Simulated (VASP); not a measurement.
# Ni2Ge: single point with PBEsol

The system is Ni2Ge.

```xyz
12
Lattice="5.1302 0.0000 0.0000 0.0000 3.8112 0.0000 0.0000 0.0000 7.2347" Properties=species:S:1:pos:R:3 pbc="T T T"
Ni    0.8767    2.8584    3.1824
Ni    4.2536    0.9528    4.0523
Ni    3.4418    2.8584    0.4349
Ni    1.6884    0.9528    6.7998
Ni    2.7885    2.8584    5.1162
Ni    2.3417    0.9528    2.1185
Ni    0.2234    2.8584    5.7358
Ni    4.9068    0.9528    1.4989
Ge    1.0885    2.8584    0.8212
Ge    4.0418    0.9528    6.4135
Ge    3.6536    2.8584    2.7962
Ge    1.4767    0.9528    4.4385
```

```
Program                : VASP 6.6.1
Task                   : single point
Functional             : PBEsol
Potentials or basis    : VASP PAW PBE potentials, release 64 (Ni, Ge_d)
Cutoff                 : 520 eV
k mesh                 : 8 × 10 × 6
Occupations            : gaussian, width 0.1 eV
Spin                   : no spin polarisation
Dipole correction      : no
Further INCAR settings : ALGO = Fast; EDIFF = 1e-06; NBANDS = 80
```

The pressure is -5.4 GPa. The largest force is 0.011 eV/Å. The band gap on the k mesh is zero (bands 68 and 69 overlap by 1.57 eV).

Forces in eV/Å, atoms in the order of the input:
```
Ni   0.005  0.000 -0.003
Ni  -0.005  0.000  0.003
Ni   0.005  0.000  0.003
Ni  -0.005  0.000 -0.003
Ni   0.006  0.000  0.010
Ni  -0.006  0.000 -0.010
Ni   0.006  0.000 -0.010
Ni  -0.006  0.000  0.010
Ge   0.009  0.000  0.004
Ge  -0.009  0.000 -0.004
Ge   0.009  0.000 -0.004
Ge  -0.009  0.000  0.004
```

Stress tensor (GPa, compression positive):
```
-5.46  0.00  0.00
 0.00 -5.27  0.00
 0.00  0.00 -5.42
```

Levels at points of the mesh, in eV from the Fermi level:
```
           k point  band 64  band 65  band 66  band 67  band 68  band 69  band 70  band 71  band 72  band 73
(0.00, 0.00, 0.00)    -1.00    -0.84    -0.82    -0.59    -0.20     0.33     0.85     1.78     2.20     2.53
(0.50, 0.00, 0.00)    -0.97    -0.84    -0.84     1.22     1.22     1.28     1.28     2.57     2.57     3.12
(0.00, 0.50, 0.00)    -1.18    -0.85    -0.85    -0.84    -0.84     0.53     0.53     1.27     1.27     1.42
(0.50, 0.50, 0.00)    -1.22    -0.70    -0.70    -0.70    -0.70     0.00     0.00     0.00     0.00     3.87
(0.00, 0.00, 0.50)    -0.93    -0.90    -0.90    -0.35    -0.35     0.28     0.28     1.13     1.13     2.62
(0.50, 0.00, 0.50)    -0.84    -0.49    -0.49     0.17     0.17     1.88     1.88     1.93     1.93     1.94
(0.00, 0.50, 0.50)    -1.11    -0.78    -0.78    -0.36    -0.36    -0.33    -0.33     0.56     0.56     1.91
(0.50, 0.50, 0.50)    -1.28    -0.64    -0.64    -0.64    -0.64     0.48     0.48     0.48     0.48     2.25
```

Wall time 40 min on 1 thread of Oxide Virtual Turin-like Processor, on a shared host, peak memory 0.9 GiB.

Caveat: the cell stands under tension; the PAW data sets were made with another functional, which shifts forces and pressure a little. Spin polarisation is off, so any magnetic state and its effect on volume and gap are missing.
